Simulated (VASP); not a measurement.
# MgO in VASP: further runs

The runs below take MgO through single point, with r2SCAN.

Program: VASP 6.6.1. These are calculated values, not measurements. Logs are shortened: lines on timing, memory, paths and dates and some standing lists are left out, and cuts for length are marked.

**1. The cell of the first run**

It takes space group I4/mmm (No. 139, tetragonal). The conventional cell has a = 2.973 Å, b = 2.973 Å, c = 4.296 Å, α = 90.00°, β = 90.00°, γ = 90.00°. Mg (site symmetry 4/mmm) has 6 O at 2.10 to 2.15 Å within 2.8 Å. O (site symmetry 4/mmm) has 6 Mg at 2.10 to 2.15 Å within 2.8 Å.

**2. Single point, r2SCAN (uniaxial x strain +2.2%)**

Input file POSCAR:

```
MgO
1.0
    0.0000000000      2.1021674166      2.1021674166
    2.1477844495      0.0000000000      2.1021674166
    2.1477844495      2.1021674166      0.0000000000
Mg O
1 1
Direct
    0.0000000000      0.0000000000      0.0000000000
    0.5000000000      0.5000000000      0.5000000000
```

Input file INCAR.step1:

```
SYSTEM = MgO
ALGO = Normal
EDIFF = 1E-4
ENCUT = 520
GGA = PE
ISMEAR = 0
LASPH = .True.
LCHARG = .False.
LREAL = .False.
LWAVE = .True.
NBANDS = 11
NELM = 80
PREC = Accurate
SIGMA = 0.01
```

Input file INCAR.step2:

```
SYSTEM = MgO
ALGO = Normal
EDIFF = 1E-6
ENCUT = 520
ISIF = 2
ISMEAR = 0
ISTART = 1
LASPH = .True.
LCHARG = .True.
LELF = .True.
LMIXTAU = .True.
LREAL = .False.
LVHAR = .True.
LWAVE = .False.
METAGGA = R2SCAN
NBANDS = 11
NELM = 80
PREC = Accurate
SIGMA = 0.01
```

Input file KPOINTS:

```
k-points
0
Gamma
  10 10 10
  0 0 0
```

Potentials or basis: VASP PAW PBE potentials, release 64 (Mg, O).

The run is started by

```console
> cat potpaw_PBE.64/Mg/POTCAR potpaw_PBE.64/O/POTCAR > POTCAR
> cp INCAR.step1 INCAR
> mpirun -np 1 vasp_std > vasp.out
> cp INCAR.step2 INCAR
> mpirun -np 1 vasp_std > vasp.out
```

OUTCAR:

```text
SYSTEM = MgO
   EDIFF = 1E-6
   ENCUT = 520
   ISIF = 2
   ISMEAR = 0
   ISTART = 1
   LASPH = .True.
   LREAL = .False.
   METAGGA = R2SCAN
   NELM = 80
   PREC = Accurate

 ion  position               nearest neighbor table
   1  0.000  0.000  0.000-   2 2.10   2 2.10   2 2.10   2 2.10   2 2.15   2 2.15
   2  0.500  0.500  0.500-   1 2.10   1 2.10   1 2.10   1 2.10   1 2.15   1 2.15

  LATTYP: Found a body centered tetragonal cell.
 ALAT       =     2.9729136709
 C/A-ratio  =     1.4449019966

  Lattice vectors:

 A1 = (   2.1477844495,   0.0000000000,   2.1021674166)
 A2 = (   2.1477844495,   0.0000000000,  -2.1021674166)
 A3 = (  -2.1477844495,   2.1021674166,   0.0000000000)

Analysis of symmetry for initial positions (statically):
=====================================================================
 Subroutine PRICEL returns:
 Original cell was already a primitive cell.

 Routine SETGRP: Setting up the symmetry group for a
 body centered tetragonal supercell.

 Subroutine GETGRP returns: Found 16 space group operations
 (whereof 16 operations were pure point group operations)
 out of a pool of 16 trial point group operations.

The static configuration has the point symmetry D_4h.

Analysis of symmetry for dynamics (positions and initial velocities):
=====================================================================
 Subroutine PRICEL returns:
 Original cell was already a primitive cell.

 Routine SETGRP: Setting up the symmetry group for a
 body centered tetragonal supercell.

 Subroutine GETGRP returns: Found 16 space group operations
 (whereof 16 operations were pure point group operations)
 out of a pool of 16 trial point group operations.

The dynamic configuration has the point symmetry D_4h.

 Subroutine INISYM returns: Found 16 space group operations
 (whereof 16 operations are pure point group operations),
 and found     1 'primitive' translations

----------------------------------------------------------------------------------------

                                     Primitive cell

  volume of cell :      18.9826

  direct lattice vectors                    reciprocal lattice vectors
     0.000000000  2.102167417  2.102167417    -0.232798035  0.237849753  0.237849753
     2.147784450  0.000000000  2.102167417     0.232798035 -0.237849753  0.237849753
     2.147784450  2.102167417  0.000000000     0.232798035  0.237849753 -0.237849753

  length of vectors
     2.972913671  3.005342890  3.005342890     0.409072041  0.409072041  0.409072041

  position of ions in fractional coordinates (direct lattice)
     0.000000000  0.000000000  0.000000000
     0.500000000  0.500000000  0.500000000

  ion indices of the primitive-cell ions
   primitive index   ion index
                 1           1
                 2           2

----------------------------------------------------------------------------------------

 KPOINTS: k-points

Automatic generation of k-mesh.
 Grid dimensions read from file:
 generate k-points for:   10   10   10

 Generating k-lattice:

  Cartesian coordinates                     Fractional coordinates (reciprocal lattice)
    -0.023279804  0.023784975  0.023784975     0.100000000  0.000000000  0.000000000
     0.023279804 -0.023784975  0.023784975     0.000000000  0.100000000  0.000000000
     0.023279804  0.023784975 -0.023784975     0.000000000  0.000000000  0.100000000

  Length of vectors
     0.040907204  0.040907204  0.040907204

  Shift w.r.t. Gamma in fractional coordinates (k-lattice)
     0.000000000  0.000000000  0.000000000

 Subroutine IBZKPT returns following result:
 ===========================================

 Found    102 irreducible k-points:

 Following reciprocal coordinates:
            Coordinates               Weight
  0.000000  0.000000  0.000000      1.000000
  0.100000  0.000000  0.000000      8.000000
  0.200000  0.000000  0.000000      8.000000
  0.300000  0.000000  0.000000      8.000000
  0.400000  0.000000  0.000000      8.000000
  0.500000 -0.000000 -0.000000      4.000000
[... 16 lines left out ...]
  0.300000  0.300000  0.000000      4.000000
  0.400000  0.300000  0.000000     16.000000
 [... further k-points ...]
   k-points           NKPTS =    102   k-points in BZ     NKDIM =    102   number of bands    NBANDS=     11
   number of dos      NEDOS =    301   number of ions     NIONS =      2
   total plane-waves  NPLWV =  13824
   dimension x,y,z NGX =    24 NGY =   24 NGZ =   24
   dimension x,y,z NGXF=    48 NGYF=   48 NGZF=   48
   ions per type =               1   1
   NGX,Y,Z   is equivalent  to a cutoff of  13.42, 13.28, 13.28 a.u.
   NGXF,Y,Z  is equivalent  to a cutoff of  26.84, 26.55, 26.55 a.u.
 SYSTEM =  MgO
   PREC   = accura    normal or accurate (medium, high low for compatibility)
   ISTART =      1    job   : 0-new  1-cont  2-samecut
   ICHARG =      0    charge: 1-file 2-atom 10-const
   ISPIN  =      1    spin polarized calculation?
   LNONCOLLINEAR =      F non collinear calculations
   LSORBIT =      F    spin-orbit coupling
   LASPH  =      T    aspherical Exc in radial PAW
   ENCUT  =  520.0 eV  38.22 Ry    6.18 a.u.   5.53  5.59  5.59*2*pi/ulx,y,z
   NELM   =     80;   NELMIN=  2; NELMDL=  0     # of ELM steps
   EDIFF  = 0.1E-05   stopping-criterion for ELM
   LREAL  =      F    real-space projection
   EDIFFG = 0.1E-04   stopping-criterion for IOM
   NSW    =      0    number of steps for IOM
   IBRION =     -1    ionic relax: 0-MD 1-quasi-New 2-CG
   NFREE  =      0    steps in history (QN), initial steepest desc. (CG)
   ISIF   =      2    stress and relaxation
   ISYM   =      2    0-nonsym 1-usesym 2-fastsym
   POTIM  = 0.5000    time-step for ionic-motion
   TEBEG  =    0.0;   TEEND  =   0.0 temperature during run
   PSTRESS=    0.0 pullay stress
   NELECT =       8.0000    total number of electrons
   NUPDOWN=      -1.0000    fix difference up-down
   EMIN   =  10.00;   EMAX   =-10.00  energy-range for DOS
   EFERMI =   0.00;   METHOD = LEGACY
   ISMEAR =     0;   SIGMA  =   0.01  broadening in eV -4-tet -1-fermi 0-gaus
   EFERMI_NEDOS =   21; number of points for ismear=-14 and -15
   IALGO  =     38    algorithm
   IMIX   =      4    mixing-type and parameters
     AMIX     =   0.40;   BMIX     =  1.00
     AMIX_MAG =   1.60;   BMIX_MAG =  1.00
  volume/ion in A,a.u.               =       9.49        64.05
  Fermi-wavevector in a.u.,A,eV,Ry     =   1.227401  2.319451 20.497349  1.506513
  Thomas-Fermi vector in A             =   2.362366
   LORBIT       =      0    0 simple, 1 ext, 2 COOP (PROOUT), +10 PAW based schemes
   METAGGA = R2SCAN    functional components
   LHFCALC =     F    Hartree Fock is set to
   AEXX    =    0.0000 exact exchange contribution
   IVDW    =     0    specifies the selected vdW correction
   LEPSILON=     F    determine dielectric tensor
   LRPA    =     F    only Hartree local field effects (RPA)
 non-spin polarized calculation
 Gauss-broadening in eV      SIGMA  =   0.01
  energy-cutoff  :      520.00
  volume of cell :       18.98
 maximum number of plane-waves:       532
 NGX is ok and might be reduce to    24
   NGX = 11   NGY = 11   NGZ = 11

 number of electron       8.0000004 magnetization

 Free energy of the ion-electron system (eV)
  ---------------------------------------------------
  ext. energy  EPLUGINS =         0.00000000
  ---------------------------------------------------
  free energy    TOTEN  =       -16.15107567 eV

  energy without entropy =      -16.15107567  energy(sigma->0) =      -16.15107567

 E-fermi :   2.8440     XC(G=0): -11.5124

 val. band max:        2.6893754824   @ k =   0.0000   0.0000   0.0000
 cond. band min:       8.0999926751   @ k =   0.0000   0.0000   0.0000
 fundamental gap:      5.4106171927
 Fermi energy:         2.8439638971

 k-point     1 :       0.0000    0.0000    0.0000
  band No.  band energies     occupation
      1     -15.4616      2.00000
      2       2.6432      2.00000
      3       2.6432      2.00000
      4       2.6894      2.00000
      5       8.1000      0.00000
      6      19.2520      0.00000
      7      19.4797      0.00000
      8      19.4798      0.00000
      9      23.5044      0.00000
     10      24.9003      0.00000
     11      25.6101      0.00000

 k-point     2 :       0.1000    0.0000    0.0000
  band No.  band energies     occupation
      1     -15.3606      2.00000
      2       2.0333      2.00000
      3       2.5799      2.00000
      4       2.6032      2.00000
      5       8.7154      0.00000
      6      18.1624      0.00000
      7      19.5679      0.00000
      8      19.7319      0.00000
      9      24.1964      0.00000
     10      24.8231      0.00000
     11      25.1694      0.00000

 k-point     3 :       0.2000    0.0000    0.0000
  band No.  band energies     occupation
      1     -15.0840      2.00000
      2       0.7350      2.00000
      3       2.4189      2.00000
      4       2.4209      2.00000
      5       9.9300      0.00000
      6      16.6471      0.00000
      7      20.0176      0.00000
      8      20.2678      0.00000
      9      23.5804      0.00000
     10      24.0366      0.00000
     11      26.1298      0.00000
[... 267 lines left out ...]
 k-point    23 :       0.3000    0.3000    0.0000
  band No.  band energies     occupation
      1     -14.5079      2.00000
      2      -0.4406      2.00000
      3       1.6461      2.00000
      4       1.7587      2.00000
      5      12.3141      0.00000
      6      13.9496      0.00000
      7      18.2176      0.00000
      8      21.4548      0.00000
      9      21.7083      0.00000
     10      27.8318      0.00000
     11      31.4570      0.00000

 k-point    24 :       0.4000    0.3000    0.0000
  band No.  band energies     occupation
      1     -14.2759      2.00000
      2      -0.8607      2.00000
      3       1.3348      2.00000
      4       1.5642      2.00000
      5      13.0699      0.00000
      6      13.6820      0.00000
      7      17.3604      0.00000
      8      21.7554      0.00000
      9      22.1474      0.00000
     10      28.6354      0.00000
     11      30.9306      0.00000

 [... further k-points ...]

------------------------ aborting loop because EDIFF is reached ----------------------------------------

  FORCE on cell =-STRESS in cart. coord.  units (eV):
  Direction    XX          YY          ZZ          XY          YZ          ZX
  --------------------------------------------------------------------------------------
  -------------------------------------------------------------------------------------
  Total       -0.8302471     -0.3670955     -0.3670955     -0.0000000      0.0000000      0.0000000
  in kB      -70.0749257    -30.9837730    -30.9837730     -0.0000000      0.0000000      0.0000000
  external PRESSURE =     -44.0141572 kB  Pullay stress =       0.0000000 kB

 VOLUME and BASIS-vectors are now :
 -----------------------------------------------------------------------------
  energy-cutoff  :      520.00
  volume of cell :       18.98
      direct lattice vectors                 reciprocal lattice vectors
     0.000000000  2.102167417  2.102167417    -0.232798035  0.237849753  0.237849753
     2.147784450  0.000000000  2.102167417     0.232798035 -0.237849753  0.237849753
     2.147784450  2.102167417  0.000000000     0.232798035  0.237849753 -0.237849753

 POSITION                                       TOTAL-FORCE (eV/Angst)
 -----------------------------------------------------------------------------------
      0.00000      0.00000      0.00000        -0.000000     -0.000000      0.000000
      2.14778      2.10217      2.10217         0.000000      0.000000     -0.000000
 -----------------------------------------------------------------------------------
    total drift:                               -0.000000     -0.000000      0.000000

  FREE ENERGIE OF THE ION-ELECTRON SYSTEM (eV)
  ---------------------------------------------------
  free  energy   TOTEN  =       -16.1510756671 eV

  energy  without entropy=      -16.1510756671  energy(sigma->0) =      -16.15107567
```

It took 39 s on 1 thread of Intel Xeon Platinum 8375C at 2.90GHz (Ice Lake), shared host; peak memory 0.16 GiB.

What came out:

| Item | Value |
| --- | --- |
| Free energy | -16.1511 eV |
| Pressure | -4.4 GPa |
| Band gap on the k mesh | 5.41 eV, direct |

Caveat: the cell differs from its parent crystal (uniaxial x strain +2.2%); the PAW data sets were made with another functional, which shifts forces and pressure a little.

**3. Single point, r2SCAN (epitaxial 111 strain -5.2%)**

Input file POSCAR:

```
MgO
1.0
    0.0964555237      2.0903613184      2.0903613184
    2.0903613184      0.0964555237      2.0903613184
    2.0903613184      2.0903613184      0.0964555237
Mg O
1 1
Direct
    0.0000000000      0.0000000000      0.0000000000
    0.5000000000      0.5000000000      0.5000000000
```

Input file INCAR.step1:

```
SYSTEM = MgO
ALGO = Normal ; EDIFF = 1E-4
ENCUT = 520 ; GGA = PE
ISMEAR = 0 ; LASPH = .TRUE.
LCHARG = .FALSE. ; LREAL = .FALSE.
LWAVE = .TRUE. ; NBANDS = 11
NELM = 100 ; PREC = Accurate
SIGMA = 0.01
```

Input file INCAR.step2:

```
SYSTEM = MgO
ALGO = Normal ; EDIFF = 1E-6
ENCUT = 520 ; ISIF = 2
ISMEAR = 0 ; ISTART = 1
LASPH = .TRUE. ; LCHARG = .FALSE.
LMIXTAU = .TRUE. ; LREAL = .FALSE.
LWAVE = .FALSE. ; METAGGA = R2SCAN
NBANDS = 11 ; NELM = 100
PREC = Accurate ; SIGMA = 0.01
```

Input file KPOINTS:

```
k-points
0
G
  10 10 10
  0 0 0
```

Potentials or basis: VASP PAW PBE potentials, release 64 (Mg, O).

The run is started by

```console
> cat potpaw_PBE.64/Mg/POTCAR potpaw_PBE.64/O/POTCAR > POTCAR
> cp INCAR.step1 INCAR
> mpirun -np 1 vasp_std > vasp.out
> cp INCAR.step2 INCAR
> mpirun -np 1 vasp_std > vasp.out
```

Run time: 43 s. Hardware: 1 thread of Intel Xeon Platinum 8375C at 2.90GHz (Ice Lake), shared host; peak memory 0.16 GiB.

The run converged. Its results:

| Quantity | Value |
| --- | --- |
| Free energy | -16.0248 eV |
| Pressure | 16.6 GPa |
| Band gap on the k mesh | 6.28 eV, direct |

Stress tensor (GPa, compression positive):
```
16.62 -8.95 -8.95
-8.95 16.62 -8.95
-8.95 -8.95 16.62
```

Levels at points of the mesh, in eV from the valence-band top:
```tsv
k point	band 1	band 2	band 3	band 4	band 5	band 6	band 7	band 8
(0.00, 0.00, 0.00)	-18.93	-0.63	0.00	0.00	6.28	15.89	17.91	17.91
(0.50, 0.00, 0.00)	-17.35	-5.19	-1.32	-0.88	8.97	14.91	17.48	18.39
(0.50, 0.50, 0.00)	-17.14	-4.72	-2.02	-1.41	9.76	12.10	15.02	21.32
(0.50, 0.50, 0.50)	-17.63	-5.52	-0.64	-0.64	9.81	13.86	19.32	19.32
```

Caveat: the cell differs from its parent crystal (epitaxial 111 strain -5.2%); the PAW data sets were made with another functional, which shifts forces and pressure a little.

**4. Single point, r2SCAN (strain along [111] +4.5%)**

Input file POSCAR:

```
MgO
1.0
    0.0632051670      2.1653725836      2.1653725836
    2.1653725836      0.0632051670      2.1653725836
    2.1653725836      2.1653725836      0.0632051670
Mg O
1 1
Direct
    0.0000000000      0.0000000000      0.0000000000
    0.5000000000      0.5000000000      0.5000000000
```

Input file INCAR.step1:

```
SYSTEM = MgO
PREC     = Accurate       ! precision mode
ENCUT    = 520            ! plane-wave cutoff, eV
ISMEAR   = 0              ! smearing method
SIGMA    = 0.01           ! smearing width, eV
LREAL    = .FALSE.        ! projectors in reciprocal space
LASPH    = .TRUE.         ! aspherical terms in the spheres
NELM     = 100            ! most SCF steps
NBANDS   = 11             ! bands
GGA      = PE             ! functional
ALGO     = Normal         ! electronic algorithm
EDIFF    = 1E-4           ! SCF threshold, eV
LWAVE    = .TRUE.         ! write WAVECAR
LCHARG   = .FALSE.        ! write CHGCAR
```

Input file INCAR.step2:

```
SYSTEM = MgO
PREC     = Accurate       ! precision mode
ENCUT    = 520            ! plane-wave cutoff, eV
EDIFF    = 1E-7           ! SCF threshold, eV
ISMEAR   = 0              ! smearing method
SIGMA    = 0.01           ! smearing width, eV
LREAL    = .FALSE.        ! projectors in reciprocal space
LASPH    = .TRUE.         ! aspherical terms in the spheres
NELM     = 100            ! most SCF steps
ALGO     = Normal         ! electronic algorithm
ISIF     = 2              ! what is computed and relaxed
LWAVE    = .FALSE.        ! write WAVECAR
LCHARG   = .TRUE.         ! write CHGCAR
METAGGA  = R2SCAN         ! meta-GGA
LMIXTAU  = .TRUE.       
LELF     = .TRUE.         ! ELF
LVHAR    = .TRUE.       
NBANDS   = 11             ! bands
ISTART   = 1
```

Input file KPOINTS:

```
regular mesh
0
G
  10 10 10
  0 0 0
```

The run is started by

```console
> cat potpaw_PBE.64/Mg/POTCAR potpaw_PBE.64/O/POTCAR > POTCAR
> cp INCAR.step1 INCAR
> mpirun -np 1 vasp_std > vasp.out
> cp INCAR.step2 INCAR
> mpirun -np 1 vasp_std > vasp.out
```

Run time: 46 s. Hardware: 1 thread of Intel Xeon Platinum 8375C at 2.90GHz (Ice Lake), shared host; peak memory 0.16 GiB.

It converged, with:

```
Free energy            : -16.1136 eV
Pressure               : -7.8 GPa
Band gap on the k mesh : 5.07 eV, direct
```

Stress tensor (GPa, compression positive):
```
-7.80 -4.69 -4.69
-4.69 -7.80 -4.69
-4.69 -4.69 -7.80
```

Levels at points of the mesh, in eV from the valence-band top:
```csv
k point,band 1,band 2,band 3,band 4,band 5,band 6,band 7,band 8
"(0.00, 0.00, 0.00)",-18.13,-0.34,0.00,0.00,5.07,15.70,16.91,16.91
"(0.50, 0.00, 0.00)",-16.93,-4.51,-0.92,-0.68,8.30,13.36,16.45,16.97
"(0.50, 0.50, 0.00)",-16.73,-4.06,-1.61,-1.26,9.69,10.68,13.69,19.39
"(0.50, 0.50, 0.50)",-17.07,-4.72,-0.55,-0.55,8.73,12.72,17.54,17.54
```

Caveat: the cell differs from its parent crystal (strain along [111] +4.5%); the PAW data sets were made with another functional, which shifts forces and pressure a little.

(Continued in part 2 of 2.)
